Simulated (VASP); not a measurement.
# NbH2 (I4mm) in VASP: further runs

Runs on NbH2. Level: r2SCAN. Tasks: single point.

Program: VASP 6.6.1. These are calculated values, not measurements. Logs are shortened: lines on timing, memory, paths and dates and some standing lists are left out, and cuts for length are marked.

### Step 1. The cell of the first run

Symmetry: I4mm, No. 107, tetragonal system. The conventional cell has a = 3.227 Å, b = 3.227 Å, c = 4.563 Å, α = 90.00°, β = 90.00°, γ = 90.00°. Within 2.5 Å of Nb (site symmetry 4mm) lie 8 H at 1.92 to 2.04 Å. H (site symmetry 2mm) has 4 Nb at 1.92 to 2.04 Å and 6 H at 2.28 Å within 2.5 Å.

### Step 2. Single point, r2SCAN

The input, POSCAR:

```
NbH2
1.0
    0.0000000000      2.2815000000      2.2815000000
    2.2815000000      0.0000000000      2.2815000000
    2.2815000000      2.2815000000      0.0000000000
Nb H
1 2
Direct
    0.0000000000      0.0000000000      0.0000000000
    0.2719154065      0.2719154065      0.2280845935
    0.7719154065      0.7719154065      0.7280845935
```

The input, INCAR.step1:

```
SYSTEM = NbH2
ALGO = Normal
EDIFF = 1E-4
ENCUT = 520
GGA = PE
ISMEAR = 0
LASPH = .True.
LCHARG = .False.
LREAL = .False.
LWAVE = .True.
NBANDS = 14
NELM = 60
PREC = Accurate
SIGMA = 0.15
```

The input, INCAR.step2:

```
SYSTEM = NbH2
ALGO = Normal
EDIFF = 1E-7
ENCUT = 520
ISIF = 2
ISMEAR = 0
ISTART = 1
LASPH = .True.
LCHARG = .False.
LMIXTAU = .True.
LREAL = .False.
LWAVE = .False.
METAGGA = R2SCAN
NBANDS = 14
NELM = 60
PREC = Accurate
SIGMA = 0.15
```

The input, KPOINTS:

```
k-points
0
Gamma
  18 18 18
  0 0 0
```

Potentials or basis: VASP PAW PBE potentials, release 64 (Nb_sv, H).

The run is started by

```bash
$ cat potpaw_PBE.64/Nb_sv/POTCAR potpaw_PBE.64/H/POTCAR > POTCAR
$ cp INCAR.step1 INCAR
$ mpirun -np 1 vasp_std > vasp.out
$ cp INCAR.step2 INCAR
$ mpirun -np 1 vasp_std > vasp.out
```

OUTCAR:

```text
SYSTEM = NbH2
   EDIFF = 1E-7
   ENCUT = 520
   ISIF = 2
   ISMEAR = 0
   ISTART = 1
   LASPH = .True.
   LREAL = .False.
   METAGGA = R2SCAN
   NELM = 60
   PREC = Accurate

 ion  position               nearest neighbor table
   1  0.000  0.000  0.000-   3 1.92   3 1.92   2 1.92   2 1.92
   2  0.272  0.272  0.228-   1 1.92   1 1.92
   3  0.772  0.772  0.728-   1 1.92   1 1.92

  LATTYP: Found a face centered cubic cell.
 ALAT       =     4.5630000000

  Lattice vectors:

 A1 = (   0.0000000000,   2.2815000000,   2.2815000000)
 A2 = (   2.2815000000,   0.0000000000,   2.2815000000)
 A3 = (   2.2815000000,   2.2815000000,   0.0000000000)

Analysis of symmetry for initial positions (statically):
=====================================================================
 Subroutine PRICEL returns:
 Original cell was already a primitive cell.

 Routine SETGRP: Setting up the symmetry group for a
 face centered cubic supercell.

 Subroutine GETGRP returns: Found  8 space group operations
 (whereof  8 operations were pure point group operations)
 out of a pool of 48 trial point group operations.

The static configuration has the point symmetry C_4v.

Analysis of symmetry for dynamics (positions and initial velocities):
=====================================================================
 Subroutine PRICEL returns:
 Original cell was already a primitive cell.

 Routine SETGRP: Setting up the symmetry group for a
 face centered cubic supercell.

 Subroutine GETGRP returns: Found  8 space group operations
 (whereof  8 operations were pure point group operations)
 out of a pool of 48 trial point group operations.

The dynamic configuration has the point symmetry C_4v.

 Subroutine INISYM returns: Found  8 space group operations
 (whereof  8 operations are pure point group operations),
 and found     1 'primitive' translations

----------------------------------------------------------------------------------------

                                     Primitive cell

  volume of cell :      23.7515

  direct lattice vectors                    reciprocal lattice vectors
     0.000000000  2.281500000  2.281500000    -0.219154065  0.219154065  0.219154065
     2.281500000  0.000000000  2.281500000     0.219154065 -0.219154065  0.219154065
     2.281500000  2.281500000  0.000000000     0.219154065  0.219154065 -0.219154065

  length of vectors
     3.226528243  3.226528243  3.226528243     0.379585976  0.379585976  0.379585976

  position of ions in fractional coordinates (direct lattice)
     0.000000000  0.000000000  0.000000000
     0.271915406  0.271915406  0.228084594
     0.771915406  0.771915406  0.728084594

  ion indices of the primitive-cell ions
   primitive index   ion index
                 1           1
                 2           2
                 3           3

----------------------------------------------------------------------------------------

 KPOINTS: k-points

Automatic generation of k-mesh.
 Grid dimensions read from file:
 generate k-points for:   18   18   18

 Generating k-lattice:

  Cartesian coordinates                     Fractional coordinates (reciprocal lattice)
    -0.012175226  0.012175226  0.012175226     0.055555556  0.000000000  0.000000000
     0.012175226 -0.012175226  0.012175226     0.000000000  0.055555556  0.000000000
     0.012175226  0.012175226 -0.012175226     0.000000000  0.000000000  0.055555556

  Length of vectors
     0.021088110  0.021088110  0.021088110

  Shift w.r.t. Gamma in fractional coordinates (k-lattice)
     0.000000000  0.000000000  0.000000000

 Subroutine IBZKPT returns following result:
 ===========================================

 Found    480 irreducible k-points:

 Following reciprocal coordinates:
            Coordinates               Weight
  0.000000  0.000000  0.000000      1.000000
  0.055556  0.000000  0.000000      8.000000
  0.111111  0.000000  0.000000      8.000000
  0.166667  0.000000  0.000000      8.000000
  0.222222  0.000000  0.000000      8.000000
  0.277778  0.000000  0.000000      8.000000
[... 16 lines left out ...]
  0.388889  0.055556  0.000000      8.000000
  0.000000  0.388889  0.055556     16.000000
 [... further k-points ...]
   k-points           NKPTS =    480   k-points in BZ     NKDIM =    480   number of bands    NBANDS=     14
   number of dos      NEDOS =    301   number of ions     NIONS =      3
   total plane-waves  NPLWV =  13824
   dimension x,y,z NGX =    24 NGY =   24 NGZ =   24
   dimension x,y,z NGXF=    48 NGYF=   48 NGZF=   48
   ions per type =               1   2
   NGX,Y,Z   is equivalent  to a cutoff of  12.37, 12.37, 12.37 a.u.
   NGXF,Y,Z  is equivalent  to a cutoff of  24.73, 24.73, 24.73 a.u.
 SYSTEM =  NbH2
   PREC   = accura    normal or accurate (medium, high low for compatibility)
   ISTART =      1    job   : 0-new  1-cont  2-samecut
   ICHARG =      0    charge: 1-file 2-atom 10-const
   ISPIN  =      1    spin polarized calculation?
   LNONCOLLINEAR =      F non collinear calculations
   LSORBIT =      F    spin-orbit coupling
   LASPH  =      T    aspherical Exc in radial PAW
   ENCUT  =  520.0 eV  38.22 Ry    6.18 a.u.   6.00  6.00  6.00*2*pi/ulx,y,z
   NELM   =     60;   NELMIN=  2; NELMDL=  0     # of ELM steps
   EDIFF  = 0.1E-06   stopping-criterion for ELM
   LREAL  =      F    real-space projection
   EDIFFG = 0.1E-05   stopping-criterion for IOM
   NSW    =      0    number of steps for IOM
   IBRION =     -1    ionic relax: 0-MD 1-quasi-New 2-CG
   NFREE  =      0    steps in history (QN), initial steepest desc. (CG)
   ISIF   =      2    stress and relaxation
   ISYM   =      2    0-nonsym 1-usesym 2-fastsym
   POTIM  = 0.5000    time-step for ionic-motion
   TEBEG  =    0.0;   TEEND  =   0.0 temperature during run
   PSTRESS=    0.0 pullay stress
   NELECT =      15.0000    total number of electrons
   NUPDOWN=      -1.0000    fix difference up-down
   EMIN   =  10.00;   EMAX   =-10.00  energy-range for DOS
   EFERMI =   0.00;   METHOD = LEGACY
   ISMEAR =     0;   SIGMA  =   0.15  broadening in eV -4-tet -1-fermi 0-gaus
   EFERMI_NEDOS =   21; number of points for ismear=-14 and -15
   IALGO  =     38    algorithm
   IMIX   =      4    mixing-type and parameters
     AMIX     =   0.40;   BMIX     =  1.00
     AMIX_MAG =   1.60;   BMIX_MAG =  1.00
  volume/ion in A,a.u.               =       7.92        53.43
  Fermi-wavevector in a.u.,A,eV,Ry     =   1.404564  2.654241 26.841563  1.972799
  Thomas-Fermi vector in A             =   2.527113
   LORBIT       =      0    0 simple, 1 ext, 2 COOP (PROOUT), +10 PAW based schemes
   METAGGA = R2SCAN    functional components
   LHFCALC =     F    Hartree Fock is set to
   AEXX    =    0.0000 exact exchange contribution
   IVDW    =     0    specifies the selected vdW correction
   LEPSILON=     F    determine dielectric tensor
   LRPA    =     F    only Hartree local field effects (RPA)
 non-spin polarized calculation
 Gauss-broadening in eV      SIGMA  =   0.15
  energy-cutoff  :      520.00
  volume of cell :       23.75
 maximum number of plane-waves:       651
   NGX = 11   NGY = 11   NGZ = 11

 number of electron      15.0000000 magnetization

 Free energy of the ion-electron system (eV)
  ---------------------------------------------------
  ext. energy  EPLUGINS =         0.00000000
  ---------------------------------------------------
  free energy    TOTEN  =       -32.53229794 eV

  energy without entropy =      -32.52161373  energy(sigma->0) =      -32.52695584

 E-fermi :  10.0725     XC(G=0): -12.9363

 val. band max:       10.0666591457   @ k =  -0.3889   0.2778   0.1111
 cond. band min:      10.0812767290   @ k =   0.2778   0.2222   0.0000
 fundamental gap:      0.0146175833
 Fermi energy:        10.0725151826

 k-point     1 :       0.0000    0.0000    0.0000
  band No.  band energies     occupation
      1     -47.2771      2.00000
      2     -22.3243      2.00000
      3     -22.3243      2.00000
      4     -22.3221      2.00000
      5      -1.2690      2.00000
      6       7.6876      2.00000
      7       8.6764      2.00000
      8       8.6764      2.00000
      9       9.5636      2.00000
     10      11.3811      0.00000
     11      11.3896      0.00000
     12      22.6888      0.00000
     13      24.1233      0.00000
     14      24.1233      0.00000

 k-point     2 :       0.0556    0.0000    0.0000
  band No.  band energies     occupation
      1     -47.2743      2.00000
      2     -22.3468      2.00000
      3     -22.3270      2.00000
      4     -22.3254      2.00000
      5      -1.1813      2.00000
      6       7.1674      2.00000
      7       8.6865      2.00000
      8       8.7219      2.00000
      9      10.2264      0.14693
     10      11.3423      0.00000
     11      11.3507      0.00000
     12      21.9180      0.00000
     13      24.2556      0.00000
     14      24.2958      0.00000

 k-point     3 :       0.1111    0.0000    0.0000
  band No.  band energies     occupation
      1     -47.2663      2.00000
      2     -22.4127      2.00000
      3     -22.3349      2.00000
      4     -22.3334      2.00000
      5      -0.9258      2.00000
      6       6.2973      2.00000
      7       8.7978      2.00000
      8       8.8449      2.00000
      9      11.2433      0.00000
     10      11.2593      0.00000
     11      11.4269      0.00000
     12      20.7908      0.00000
     13      24.7358      0.00000
     14      24.7951      0.00000
[... 324 lines left out ...]
 k-point    23 :       0.3889    0.0556    0.0000
  band No.  band energies     occupation
      1     -47.1977      2.00000
      2     -22.9349      2.00000
      3     -22.4115      2.00000
      4     -22.4072      2.00000
      5       1.0646      2.00000
      6       4.2007      2.00000
      7       8.8549      2.00000
      8       9.0464      2.00000
      9      11.9407      0.00000
     10      12.4211      0.00000
     11      15.5427      0.00000
     12      17.7676      0.00000
     13      21.6410      0.00000
     14      23.8788      0.00000

 k-point    24 :       0.0000    0.3889    0.0556
  band No.  band energies     occupation
      1     -47.1977      2.00000
      2     -22.9357      2.00000
      3     -22.4117      2.00000
      4     -22.4069      2.00000
      5       1.0660      2.00000
      6       4.2124      2.00000
      7       8.8557      2.00000
      8       9.0374      2.00000
      9      11.9409      0.00000
     10      12.4119      0.00000
     11      15.5401      0.00000
     12      17.7733      0.00000
     13      21.5987      0.00000
     14      23.9223      0.00000

 [... further k-points ...]
[... 5 lines left out ...]
  --------------------------------------------------------------------------------------
  -------------------------------------------------------------------------------------
  Total       -0.1803621     -0.1803621     -0.3104477      0.0000000     -0.0000000      0.0000000
  in kB      -12.1664634    -12.1664634    -20.9414893      0.0000000     -0.0000000      0.0000000
  external PRESSURE =     -15.0914720 kB  Pullay stress =       0.0000000 kB

 VOLUME and BASIS-vectors are now :
 -----------------------------------------------------------------------------
  energy-cutoff  :      520.00
  volume of cell :       23.75
      direct lattice vectors                 reciprocal lattice vectors
     0.000000000  2.281500000  2.281500000    -0.219154065  0.219154065  0.219154065
     2.281500000  0.000000000  2.281500000     0.219154065 -0.219154065  0.219154065
     2.281500000  2.281500000  0.000000000     0.219154065  0.219154065 -0.219154065

 POSITION                                       TOTAL-FORCE (eV/Angst)
 -----------------------------------------------------------------------------------
      0.00000      0.00000      0.00000         0.000000      0.000000      0.780105
      1.14075      1.14075      1.24075         0.000000      0.000000     -0.390053
      3.42225      3.42225      3.52225         0.000000      0.000000     -0.390053
 -----------------------------------------------------------------------------------
    total drift:                                0.000000      0.000000      0.000882

  FREE ENERGIE OF THE ION-ELECTRON SYSTEM (eV)
  ---------------------------------------------------
  free  energy   TOTEN  =       -32.5322979390 eV

  energy  without entropy=      -32.5216137312  energy(sigma->0) =      -32.52695584
```

Wall time 2.9 min (1 thread of Intel Xeon 6975P-C (Granite Rapids), shared host); peak memory 0.27 GiB.

Results:

```yaml
Free_energy: -32.5323 eV
Pressure: -1.5 GPa
Largest_force: 0.780 eV/Å
Band_gap_on_the_k_mesh: zero (an odd number of electrons rules out a gap without spin polarisation)
```

Forces in eV/Å, atoms in the order of the input:
```
Nb   0.000  0.000  0.780
H    0.000  0.000 -0.390
H    0.000  0.000 -0.390
```

Stress tensor (GPa, compression positive):
```
-1.22  0.00  0.00
 0.00 -1.22  0.00
 0.00  0.00 -2.09
```

Levels at points of the mesh, in eV from the Fermi level:
| k point | band 4 | band 5 | band 6 | band 7 | band 8 | band 9 | band 10 | band 11 |
| --- | --- | --- | --- | --- | --- | --- | --- | --- |
| (0.00, 0.00, 0.00) | -32.39 | -11.34 | -2.38 | -1.40 | -1.40 | -0.51 | 1.31 | 1.32 |
| (0.50, 0.00, 0.00) | -32.49 | -8.93 | -5.47 | -1.24 | -1.24 | 2.71 | 2.72 | 5.27 |
| (0.50, 0.50, 0.00) | -32.64 | -8.08 | -5.75 | -4.29 | 2.88 | 2.97 | 2.97 | 7.47 |
| (0.00, 0.50, 0.50) | -32.63 | -8.01 | -5.55 | -4.52 | 2.88 | 2.95 | 2.97 | 7.14 |

Caveat: the cell differs from its parent crystal (all H atoms moved -0.100 Å, as atom 2 towards its neighbour atom 3 (H) at 2.281 Å); the PAW data sets were made with another functional, which shifts forces and pressure a little.

### Step 3. Single point, r2SCAN

The input, POSCAR:

```
NbH2
1.0
    0.0000000000      2.2815000000      2.2815000000
    2.2815000000      0.0000000000      2.2815000000
    2.2815000000      2.2815000000      0.0000000000
Nb H
1 2
Direct
    0.0000000000      0.0000000000      0.0000000000
    0.2390422967      0.2390422967      0.2609577033
    0.7390422967      0.7390422967      0.7609577033
```

The input, INCAR.step1:

```
PREC = Accurate ; ENCUT = 520
ISMEAR = 0 ; SIGMA = 0.15
LREAL = False ; LASPH = True
NELM = 60 ; NBANDS = 14
GGA = PE ; ALGO = Normal
EDIFF = 1E-4 ; LWAVE = True
LCHARG = False
```

The input, INCAR.step2:

```
PREC = Accurate ; ENCUT = 520
EDIFF = 1E-7 ; ISMEAR = 0
SIGMA = 0.15 ; LREAL = False
LASPH = True ; NELM = 60
ALGO = Normal ; ISIF = 2
LWAVE = False ; LCHARG = False
METAGGA = R2SCAN ; LMIXTAU = True
NBANDS = 14 ; ISTART = 1
```

The input, KPOINTS:

```
Automatic mesh
0
Gamma
  18 18 18
```

Potentials or basis: VASP PAW PBE potentials, release 64 (Nb_sv, H).

The run is started by

```bash
$ cat potpaw_PBE.64/Nb_sv/POTCAR potpaw_PBE.64/H/POTCAR > POTCAR
$ cp INCAR.step1 INCAR
$ mpirun -np 1 vasp_std > vasp.out
$ cp INCAR.step2 INCAR
$ mpirun -np 1 vasp_std > vasp.out
```

It took 2.7 min on 1 thread of Intel Xeon 6975P-C (Granite Rapids), shared host; peak memory 0.27 GiB.

It converged, with:

```yaml
Free_energy: -32.5615 eV
Pressure: -2.0 GPa
Largest_force: 0.391 eV/Å
Band_gap_on_the_k_mesh: zero (an odd number of electrons rules out a gap without spin polarisation)
```

Forces in eV/Å, atoms in the order of the input:
```
Nb   0.000  0.000 -0.391
H    0.000  0.000  0.196
H    0.000  0.000  0.196
```

Stress tensor (GPa, compression positive):
```
-1.95  0.00  0.00
 0.00 -1.95  0.00
 0.00  0.00 -2.17
```

Levels at points of the mesh, in eV from the Fermi level:
```csv
k point,band 3,band 4,band 5,band 6,band 7,band 8,band 9,band 10,band 11,band 12
"(0.00, 0.00, 0.00)",-32.40,-32.40,-11.35,-1.94,-1.41,-1.41,-1.00,1.31,1.31,12.76
"(0.50, 0.00, 0.00)",-32.49,-32.49,-8.94,-5.46,-1.25,-1.25,2.72,2.72,5.26,6.42
"(0.50, 0.50, 0.00)",-32.64,-32.64,-8.06,-5.61,-4.46,2.88,2.96,2.96,7.46,7.46
"(0.00, 0.50, 0.50)",-32.64,-32.64,-8.04,-5.56,-4.52,2.88,2.96,2.96,7.37,7.46
```

Caveat: the cell differs from its parent crystal (all H atoms moved +0.050 Å, as atom 2 towards its neighbour atom 3 (H) at 2.281 Å); the PAW data sets were made with another functional, which shifts forces and pressure a little.

The gap in the log of VASP goes by the Fermi energy; the results here count the filled bands.